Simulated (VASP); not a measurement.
# SrLiH3 (Pm-3m) in VASP: further runs, part 2 of 2

VASP 6.6.1.

## (4) Relaxation of cell and atoms, PBEsol

This run uses another cell than the first one, of 19.86 Å³/atom, 1.025 times its volume.

Input file INCAR:

```
ALGO     = Normal         # electronic algorithm
EDIFF    = 1E-7           # SCF threshold, eV
EDIFFG   = -0.005         # ionic threshold
ENCUT    = 600            # plane-wave cutoff, eV
GGA      = PS             # functional
IBRION   = 2              # ionic algorithm
ISIF     = 3              # what is computed and relaxed
ISMEAR   = 0              # smearing method
LASPH    = T              # aspherical terms in the spheres
LCHARG   = F              # write CHGCAR
LREAL    = F              # projectors in reciprocal space
LWAVE    = F              # write WAVECAR
NELM     = 60             # most SCF steps
NSW      = 100            # ionic steps
PREC     = Accurate       # precision mode
SIGMA    = 0.02           # smearing width, eV
```

Input file KPOINTS:

```
k-points
0
Gamma
  6 6 6
```

Input file POSCAR:

```
SrLiH3
1.0
    4.6307910000      0.0000000000      0.0000000000
    0.0000000000      4.6307910000      0.0000000000
    0.0000000000      0.0000000000      4.6307910000
Li Sr H
1 1 3
Direct
    0.0000000000      0.0000000000      0.0000000000
    0.5000000000      0.5000000000      0.5000000000
    0.0000000000      0.5000000000      0.5000000000
    0.5000000000      0.0000000000      0.5000000000
    0.5000000000      0.5000000000      0.0000000000
```

Potentials or basis: VASP PAW PBE potentials, release 64 (Li_sv, Sr_sv, H).

Command:

```
cat potpaw_PBE.64/Li_sv/POTCAR potpaw_PBE.64/Sr_sv/POTCAR potpaw_PBE.64/H/POTCAR > POTCAR
mpirun -np 1 vasp_std > vasp.out
```

OUTCAR:

```text
EDIFF = 1E-7
   EDIFFG = -0.005
   ENCUT = 600
   GGA = PS
   IBRION = 2
   ISIF = 3
   ISMEAR = 0
   LASPH = T
   LREAL = F
   NELM = 60
   NSW = 100
   PREC = Accurate

 ion  position               nearest neighbor table
   1  0.000  0.000  0.000-
   2  0.500  0.500  0.500-   3 2.32   4 2.32   5 2.32   5 2.32   4 2.32   3 2.32
   3  0.000  0.500  0.500-   2 2.32   2 2.32
   4  0.500  0.000  0.500-   2 2.32   2 2.32
   5  0.500  0.500  0.000-   2 2.32   2 2.32

  LATTYP: Found a simple cubic cell.
 ALAT       =     4.6307910000

  Lattice vectors:

 A1 = (   4.6307910000,   0.0000000000,   0.0000000000)
 A2 = (   0.0000000000,   4.6307910000,   0.0000000000)
 A3 = (   0.0000000000,   0.0000000000,   4.6307910000)

Analysis of symmetry for initial positions (statically):
=====================================================================
 Subroutine PRICEL returns:
 Original cell was already a primitive cell.

 Routine SETGRP: Setting up the symmetry group for a
 simple cubic supercell.

 Subroutine GETGRP returns: Found 48 space group operations
 (whereof 48 operations were pure point group operations)
 out of a pool of 48 trial point group operations.
[... 157 lines left out ...]

 number of electron      16.0000012 magnetization

 Free energy of the ion-electron system (eV)
  ---------------------------------------------------
  ext. energy  EPLUGINS =         0.00000000
  ---------------------------------------------------
  free energy    TOTEN  =       -13.84299587 eV

  energy without entropy =      -13.84299587  energy(sigma->0) =      -13.84299587

------------------------ aborting loop because EDIFF is reached ----------------------------------------

  FORCE on cell =-STRESS in cart. coord.  units (eV):
  Direction    XX          YY          ZZ          XY          YZ          ZX
  --------------------------------------------------------------------------------------
  -------------------------------------------------------------------------------------
  Total       -0.3139766     -0.3139766     -0.3139766     -0.0000000      0.0000000      0.0000000
  in kB       -5.0657334     -5.0657334     -5.0657334     -0.0000000      0.0000000      0.0000000
  external PRESSURE =      -5.0657334 kB  Pullay stress =       0.0000000 kB
[... 65 lines left out ...]
--------------------------------------- Ionic step        3  -------------------------------------------

 number of electron      16.0000010 magnetization

 Free energy of the ion-electron system (eV)
  ---------------------------------------------------
  ext. energy  EPLUGINS =         0.00000000
  ---------------------------------------------------
  free energy    TOTEN  =       -13.84670302 eV

  energy without entropy =      -13.84670302  energy(sigma->0) =      -13.84670302

 E-fermi :  -1.2612     XC(G=0):  -6.9933

 val. band max:       -1.4028877353   @ k =   0.5000   0.5000   0.5000
 cond. band min:       0.2602998268   @ k =   0.5000   0.5000   0.0000
 fundamental gap:      1.6631875620
 Fermi energy:        -1.2612265108

 k-point     1 :       0.0000    0.0000    0.0000
  band No.  band energies     occupation
      1     -48.3072      2.00000
      2     -34.2213      2.00000
      3     -16.3132      2.00000
      4     -16.3132      2.00000
      5     -16.3132      2.00000
      6      -4.6514      2.00000
      7      -2.4124      2.00000
      8      -2.4124      2.00000
      9       3.7390      0.00000
     10       3.7390      0.00000
     11       3.7390      0.00000
     12       3.8829      0.00000
[... 315 lines left out ...]
  FREE ENERGIE OF THE ION-ELECTRON SYSTEM (eV)
  ---------------------------------------------------
  free  energy   TOTEN  =       -13.8467030206 eV

  energy  without entropy=      -13.8467030206  energy(sigma->0) =      -13.84670302

 reached required accuracy - stopping structural energy minimisation
```

OSZICAR:

```text
N       E                     dE             d eps       ncg     rms          rms(c)
DAV:   1     0.731601843763E+02    0.73160E+02   -0.66900E+03   480   0.126E+03
DAV:   2    -0.759261533155E+01   -0.80753E+02   -0.74051E+02   584   0.230E+02
DAV:   3    -0.152346638810E+02   -0.76420E+01   -0.76021E+01   816   0.642E+01
[... 29 lines left out ...]
DAV:   5    -0.138466980450E+02   -0.13314E-03   -0.82011E-04   788   0.166E-01    0.223E-02
DAV:   6    -0.138467033748E+02   -0.53298E-05   -0.20339E-05   576   0.451E-02    0.154E-02
DAV:   7    -0.138467031759E+02    0.19891E-06   -0.57839E-07   700   0.514E-03    0.481E-03
DAV:   8    -0.138467030471E+02    0.12883E-06   -0.95236E-08   340   0.179E-03    0.560E-04
DAV:   9    -0.138467030206E+02    0.26549E-07   -0.32702E-08   252   0.150E-03
   3 F= -.13846703E+02 E0= -.13846703E+02  d E =-.370715E-02
```

Wall time 37 s (1 thread of AMD EPYC 9R45 (Zen 5), shared host); peak memory 0.24 GiB.

Results:

```
Free energy                            : -13.8467 eV
Relaxed volume                         : 19.42 Å³/atom
Relaxed cell                           : a = 4.596 Å, b = 4.596 Å, c = 4.596 Å, α = 90.00°, β = 90.00°, γ = 90.00°
Space group after relaxing (to 0.05 Å) : Pm-3m (No. 221)
Energy gained by relaxing              : 0.7 meV/atom
Ionic steps                            : 3
Pressure after relaxing                : 0.0 GPa
Band gap on the k mesh                 : 1.66 eV, indirect (least direct gap 2.12 eV)
```

The path:
```
step  energy change (eV)  largest force (eV/Å)  pressure (GPa)  volume (Å³)
   1              0.0000                0.0000           -0.51        99.30
   2             -0.0023                0.0000           -0.31        98.40
   3             -0.0037                0.0000           -0.02        97.08
```

Final structure:
```xyz
5
Lattice="4.5960 0.0000 0.0000 0.0000 4.5960 0.0000 0.0000 0.0000 4.5960" Properties=species:S:1:pos:R:3 pbc="T T T"
Li    0.0000    0.0000    0.0000
Sr    2.2980    2.2980    2.2980
H     0.0000    2.2980    2.2980
H     2.2980    0.0000    2.2980
H     2.2980    2.2980    0.0000
```

Caveat: the cutoff is under 1.25 times the usual one of these potentials, so pressure, stress and relaxed cells hold a basis-set (Pulay) error; the PAW data sets were made with another functional, which shifts forces and pressure a little. PBEsol gaps usually lie below the measured ones, often by a third to a half.

## (5) The runs side by side

| task | cell | cutoff (eV) | gap on the mesh (eV) |
| --- | --- | --- | --- |
| single point | a = 4.592 Å, 5 atoms | 520 | 1.66 |
| single point | a = 4.591 Å, 5 atoms | 520 | 1.66 |
| relaxation of cell and atoms | relaxed from a = 4.631 Å, 5 atoms | 600 | 1.66 |

Alike in all rows: level PBEsol; potentials or basis VASP PAW PBE potentials, release 64 (Li_sv, Sr_sv, H); no spin polarisation; k mesh 6 × 6 × 6; smearing gaussian 0.02 eV.

Caveats: the cutoff is under 1.25 times the usual one of these potentials, so pressure, stress and relaxed cells hold a basis-set (Pulay) error; the PAW data sets were made with another functional, which shifts forces and pressure a little.

Absolute energies hang on the potentials; compare differences alone.
